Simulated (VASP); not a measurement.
# CdTe (F-43m) in VASP: single point with PBE+D4

Aim: the single point of CdTe with PBE+D4.

All numbers are computed with VASP 6.6.1; they aren't measurements. Logs are shortened: lines on timing, memory, paths and dates and some standing lists are left out, and cuts for length are marked.

### 1 The cell of the first run

The structure is cubic, space group F-43m (No. 216). Conventional cell: a = 6.410 Å, b = 6.410 Å, c = 6.410 Å, α = 90.00°, β = 90.00°, γ = 90.00°. Cd (site symmetry -43m) has 4 Te at 2.78 Å within 3.7 Å. Te (site symmetry -43m) has 4 Cd at 2.78 Å within 3.7 Å.

### 2 Single point, PBE+D4

File INCAR:

```
SYSTEM = CdTe
ALGO     = Normal         ! electronic algorithm
EDIFF    = 1E-6           ! SCF threshold, eV
ENCUT    = 500            ! plane-wave cutoff, eV
GGA      = PE             ! functional
GGA_COMPAT= .False.      
ISIF     = 2              ! what is computed and relaxed
ISMEAR   = 0              ! smearing method
IVDW     = 13             ! dispersion correction
LASPH    = .True.         ! aspherical terms in the spheres
LCHARG   = .True.         ! write CHGCAR
LELF     = .True.         ! ELF
LREAL    = .False.        ! projectors in reciprocal space
LVHAR    = .True.       
LWAVE    = .False.        ! write WAVECAR
NBANDS   = 86             ! bands
NELM     = 120            ! most SCF steps
PREC     = Accurate       ! precision mode
SIGMA    = 0.02           ! smearing width, eV
```

File KPOINTS:

```
k-points
0
Gamma
  2 2 2
  0 0 0
```

File POSCAR:

```
CdTe
1.0
    0.0000000000      6.4100000000      6.4100000000
    6.4100000000      0.0000000000      6.4100000000
    6.4100000000      6.4100000000      0.0000000000
Cd Te
8 8
Direct
    0.0000000000      0.0000000000      0.0000000000
    0.0000000000      0.0000000000      0.5000000000
    0.0000000000      0.5000000000      0.0000000000
    0.0000000000      0.5000000000      0.5000000000
    0.5000000000      0.0000000000      0.0000000000
    0.5000000000      0.0000000000      0.5000000000
    0.5000000000      0.5000000000      0.0000000000
    0.5000000000      0.5000000000      0.5000000000
    0.1250000000      0.1250000000      0.1250000000
    0.1250000000      0.1250000000      0.6250000000
    0.1250000000      0.6250000000      0.1250000000
    0.1250000000      0.6250000000      0.6250000000
    0.6250000000      0.1250000000      0.1250000000
    0.6250000000      0.1250000000      0.6250000000
    0.6250000000      0.6250000000      0.1250000000
    0.6250000000      0.6250000000      0.6250000000
```

Potentials or basis: VASP PAW PBE potentials, release 64 (Cd, Te).

The run is started by

```bash
cat potpaw_PBE.64/Cd/POTCAR potpaw_PBE.64/Te/POTCAR > POTCAR
mpirun -np 1 vasp_std > vasp.out
```

OUTCAR:

```text
SYSTEM = CdTe
   EDIFF = 1E-6
   ENCUT = 500
   GGA = PE
   ISIF = 2
   ISMEAR = 0
   IVDW = 13
   LASPH = .True.
   LREAL = .False.
   NELM = 120
   PREC = Accurate

 ion  position               nearest neighbor table
   1  0.000  0.000  0.000-   9 2.78  10 2.78  11 2.78  13 2.78
   2  0.000  0.000  0.500-   9 2.78  10 2.78  12 2.78  14 2.78
   3  0.000  0.500  0.000-   9 2.78  11 2.78  12 2.78  15 2.78
   4  0.000  0.500  0.500-  10 2.78  11 2.78  12 2.78  16 2.78
   5  0.500  0.000  0.000-   9 2.78  13 2.78  14 2.78  15 2.78
   6  0.500  0.000  0.500-  10 2.78  13 2.78  14 2.78  16 2.78
[... 8 lines left out ...]
  15  0.625  0.625  0.125-   3 2.78   5 2.78   7 2.78   8 2.78
  16  0.625  0.625  0.625-   4 2.78   6 2.78   7 2.78   8 2.78

  LATTYP: Found a face centered cubic cell.
 ALAT       =    12.8200000000

  Lattice vectors:

 A1 = (   0.0000000000,   6.4100000000,   6.4100000000)
 A2 = (   6.4100000000,   0.0000000000,   6.4100000000)
 A3 = (   6.4100000000,   6.4100000000,   0.0000000000)

Analysis of symmetry for initial positions (statically):
=====================================================================
 Subroutine PRICEL returns following result:

  LATTYP: Found a face centered cubic cell.
 ALAT       =     6.4100000000

  Lattice vectors:

 A1 = (   0.0000000000,   3.2050000000,   3.2050000000)
 A2 = (   3.2050000000,   0.0000000000,   3.2050000000)
 A3 = (   3.2050000000,   3.2050000000,   0.0000000000)

   8 primitive cells build up your supercell.

 Routine SETGRP: Setting up the symmetry group for a
 face centered cubic supercell.

 Subroutine GETGRP returns: Found 24 space group operations
 (whereof 24 operations were pure point group operations)
 out of a pool of 48 trial point group operations.

The static configuration has the point symmetry T_d .

Analysis of symmetry for dynamics (positions and initial velocities):
=====================================================================
 Subroutine PRICEL returns following result:

  LATTYP: Found a face centered cubic cell.
 ALAT       =     6.4100000000

  Lattice vectors:

 A1 = (   0.0000000000,   3.2050000000,   3.2050000000)
 A2 = (   3.2050000000,   0.0000000000,   3.2050000000)
 A3 = (   3.2050000000,   3.2050000000,   0.0000000000)

   8 primitive cells build up your supercell.

 Routine SETGRP: Setting up the symmetry group for a
 face centered cubic supercell.

 Subroutine GETGRP returns: Found 24 space group operations
 (whereof 24 operations were pure point group operations)
 out of a pool of 48 trial point group operations.

The dynamic configuration has the point symmetry T_d .

 Subroutine INISYM returns: Found 24 space group operations
 (whereof 24 operations are pure point group operations),
 and found     8 'primitive' translations

----------------------------------------------------------------------------------------

                                     Primitive cell

  volume of cell :      65.8437

  direct lattice vectors                    reciprocal lattice vectors
     0.000000000  3.205000000  3.205000000    -0.156006240  0.156006240  0.156006240
     3.205000000  0.000000000  3.205000000     0.156006240 -0.156006240  0.156006240
     3.205000000  3.205000000  0.000000000     0.156006240  0.156006240 -0.156006240

  length of vectors
     4.532554467  4.532554467  4.532554467     0.270210734  0.270210734  0.270210734

  position of ions in fractional coordinates (direct lattice)
     0.000000000  0.000000000  0.000000000
     0.250000000  0.250000000  0.250000000

  ion indices of the primitive-cell ions
   primitive index   ion index
                 1           1
                 2           9

----------------------------------------------------------------------------------------

 KPOINTS: k-points

Automatic generation of k-mesh.
 Grid dimensions read from file:
 generate k-points for:    2    2    2

 Generating k-lattice:

  Cartesian coordinates                     Fractional coordinates (reciprocal lattice)
    -0.039001560  0.039001560  0.039001560     0.500000000  0.000000000  0.000000000
     0.039001560 -0.039001560  0.039001560     0.000000000  0.500000000  0.000000000
     0.039001560  0.039001560 -0.039001560     0.000000000  0.000000000  0.500000000

  Length of vectors
     0.067552684  0.067552684  0.067552684

  Shift w.r.t. Gamma in fractional coordinates (k-lattice)
     0.000000000  0.000000000  0.000000000

 Subroutine IBZKPT returns following result:
 ===========================================

 Found      3 irreducible k-points:

 Following reciprocal coordinates:
            Coordinates               Weight
  0.000000  0.000000  0.000000      1.000000
  0.500000  0.000000  0.000000      4.000000
  0.500000  0.500000  0.000000      3.000000
   k-points           NKPTS =      3   k-points in BZ     NKDIM =      3   number of bands    NBANDS=     86
   number of dos      NEDOS =    301   number of ions     NIONS =     16
   total plane-waves  NPLWV = 343000
   dimension x,y,z NGX =    70 NGY =   70 NGZ =   70
   dimension x,y,z NGXF=   140 NGYF=  140 NGZF=  140
   ions per type =               8   8
   NGX,Y,Z   is equivalent  to a cutoff of  12.84, 12.84, 12.84 a.u.
   NGXF,Y,Z  is equivalent  to a cutoff of  25.67, 25.67, 25.67 a.u.
 SYSTEM =  CdTe
   PREC   = accura    normal or accurate (medium, high low for compatibility)
   ISTART =      0    job   : 0-new  1-cont  2-samecut
   ICHARG =      2    charge: 1-file 2-atom 10-const
   ISPIN  =      1    spin polarized calculation?
   LNONCOLLINEAR =      F non collinear calculations
   LSORBIT =      F    spin-orbit coupling
   LASPH  =      T    aspherical Exc in radial PAW
   ENCUT  =  500.0 eV  36.75 Ry    6.06 a.u.  16.53 16.53 16.53*2*pi/ulx,y,z
   NELM   =    120;   NELMIN=  2; NELMDL= -5     # of ELM steps
   EDIFF  = 0.1E-05   stopping-criterion for ELM
   LREAL  =      F    real-space projection
   EDIFFG = 0.1E-04   stopping-criterion for IOM
   NSW    =      0    number of steps for IOM
   IBRION =     -1    ionic relax: 0-MD 1-quasi-New 2-CG
   NFREE  =      0    steps in history (QN), initial steepest desc. (CG)
   ISIF   =      2    stress and relaxation
   ISYM   =      2    0-nonsym 1-usesym 2-fastsym
   POTIM  = 0.5000    time-step for ionic-motion
   TEBEG  =    0.0;   TEEND  =   0.0 temperature during run
   PSTRESS=    0.0 pullay stress
   NELECT =     144.0000    total number of electrons
   NUPDOWN=      -1.0000    fix difference up-down
   EMIN   =  10.00;   EMAX   =-10.00  energy-range for DOS
   EFERMI =   0.00;   METHOD = LEGACY
   ISMEAR =     0;   SIGMA  =   0.02  broadening in eV -4-tet -1-fermi 0-gaus
   EFERMI_NEDOS =   21; number of points for ismear=-14 and -15
   IALGO  =     38    algorithm
   IMIX   =      4    mixing-type and parameters
     AMIX     =   0.40;   BMIX     =  1.00
     AMIX_MAG =   1.60;   BMIX_MAG =  1.00
  volume/ion in A,a.u.               =      32.92       222.17
  Fermi-wavevector in a.u.,A,eV,Ry     =   1.062497  2.007828 15.359610  1.128899
  Thomas-Fermi vector in A             =   2.197950
   LORBIT       =      0    0 simple, 1 ext, 2 COOP (PROOUT), +10 PAW based schemes
   GGA     = PE    functional components
   LHFCALC =     F    Hartree Fock is set to
   AEXX    =    0.0000 exact exchange contribution
   IVDW    =    13    specifies the selected vdW correction
   LEPSILON=     F    determine dielectric tensor
   LRPA    =     F    only Hartree local field effects (RPA)
 non-spin polarized calculation
 Gauss-broadening in eV      SIGMA  =   0.02
  energy-cutoff  :      500.00
  volume of cell :      526.75
 maximum number of plane-waves:     13424
 NGX is ok and might be reduce to    70
   NGX = 33   NGY = 33   NGZ = 33

 number of electron     144.0000055 magnetization

 Free energy of the ion-electron system (eV)
  ---------------------------------------------------
  ext. energy  EPLUGINS =         0.00000000
  ---------------------------------------------------
  free energy    TOTEN  =       -37.28816040 eV

  energy without entropy =      -37.28816040  energy(sigma->0) =      -37.28816040

 E-fermi :   2.7822     XC(G=0):  -8.7173

 val. band max:        2.6819623172   @ k =   0.0000   0.0000   0.0000
 cond. band min:       3.5438430004   @ k =   0.0000   0.0000   0.0000
 fundamental gap:      0.8618806833
 Fermi energy:         2.7821656967

 k-point     1 :       0.0000    0.0000    0.0000
  band No.  band energies     occupation
      1      -8.6817      2.00000
      2      -8.2544      2.00000
      3      -8.2544      2.00000
      4      -8.2544      2.00000
      5      -8.2544      2.00000
      6      -8.1251      2.00000
[... 76 lines left out ...]
     83       5.3289      0.00000
     84       7.2393      0.00000

 k-point     2 :       0.5000    0.0000    0.0000
  band No.  band energies     occupation
      1      -8.4663      2.00000
      2      -8.4663      2.00000
      3      -8.1905      2.00000
      4      -8.1905      2.00000
      5      -8.1905      2.00000
      6      -8.1905      2.00000
[... 76 lines left out ...]
     83       7.2225      0.00000
     84       7.2225      0.00000

 k-point     3 :       0.5000    0.5000    0.0000
  band No.  band energies     occupation
      1      -8.3965      2.00000
      2      -8.3965      2.00000
      3      -8.2573      2.00000
      4      -8.2573      2.00000
      5      -8.2573      2.00000
      6      -8.2573      2.00000
[... 76 lines left out ...]
     83       7.3453      0.00000
     84       7.3453      0.00000
 [bands above 84 left out]

------------------------ aborting loop because EDIFF is reached ----------------------------------------

  DFT-D4 for vdW energy calculation

  Edisp (eV):   -5.91017

  FORCE on cell =-STRESS in cart. coord.  units (eV):
  Direction    XX          YY          ZZ          XY          YZ          ZX
  --------------------------------------------------------------------------------------
  -------------------------------------------------------------------------------------
  Total       8.59971     8.59971     8.59971    -0.00000     0.00000    -0.00000
  in kB      26.15714    26.15714    26.15714    -0.00000     0.00000    -0.00000
  external pressure =       26.16 kB  Pullay stress =        0.00 kB

 VOLUME and BASIS-vectors are now :
 -----------------------------------------------------------------------------
  energy-cutoff  :      500.00
  volume of cell :      526.75
      direct lattice vectors                 reciprocal lattice vectors
     0.000000000  6.410000000  6.410000000    -0.078003120  0.078003120  0.078003120
     6.410000000  0.000000000  6.410000000     0.078003120 -0.078003120  0.078003120
     6.410000000  6.410000000  0.000000000     0.078003120  0.078003120 -0.078003120

 POSITION                                       TOTAL-FORCE (eV/Angst)
 -----------------------------------------------------------------------------------
      0.00000      0.00000      0.00000        -0.000000     -0.000000     -0.000000
      3.20500      3.20500      0.00000        -0.000000     -0.000000     -0.000000
      3.20500      0.00000      3.20500        -0.000000     -0.000000     -0.000000
      6.41000      3.20500      3.20500        -0.000000     -0.000000     -0.000000
      0.00000      3.20500      3.20500        -0.000000     -0.000000     -0.000000
      3.20500      6.41000      3.20500        -0.000000     -0.000000     -0.000000
[... 8 lines left out ...]
      4.80750      4.80750      8.01250         0.000000      0.000000      0.000000
      8.01250      8.01250      8.01250         0.000000      0.000000      0.000000
 -----------------------------------------------------------------------------------
    total drift:                               -0.000001     -0.000001     -0.000001

  FREE ENERGIE OF THE ION-ELECTRON SYSTEM (eV)
  ---------------------------------------------------
  free  energy   TOTEN  =       -43.1983295500 eV

  energy  without entropy=      -43.1983295500  energy(sigma->0) =      -43.19832955
```

Wall time 5.5 min (1 thread of Intel Xeon Platinum 8175M at 2.50GHz (Skylake/Cascade Lake), shared host); peak memory 0.72 GiB.

Results:

- Free energy: -43.1983 eV
- Pressure: 2.6 GPa
- Band gap on the k mesh: 0.86 eV
- Dispersion energy per atom: -0.369 eV

Levels at points of the mesh, in eV from the valence-band top:
```
           k point  band 69  band 70  band 71  band 72  band 73  band 74  band 75  band 76
(0.00, 0.00, 0.00)    -0.83     0.00     0.00     0.00     0.86     1.84     1.84     1.84
(0.50, 0.00, 0.00)    -0.46    -0.46    -0.46    -0.46     2.03     2.03     2.96     2.96
(0.50, 0.50, 0.00)    -0.86    -0.86    -0.86    -0.86     2.95     2.95     3.19     3.19
```

Caveat: the k points lie up to 0.42 Å⁻¹ apart; spin-orbit coupling is left out, which moves the levels of the heavy elements.
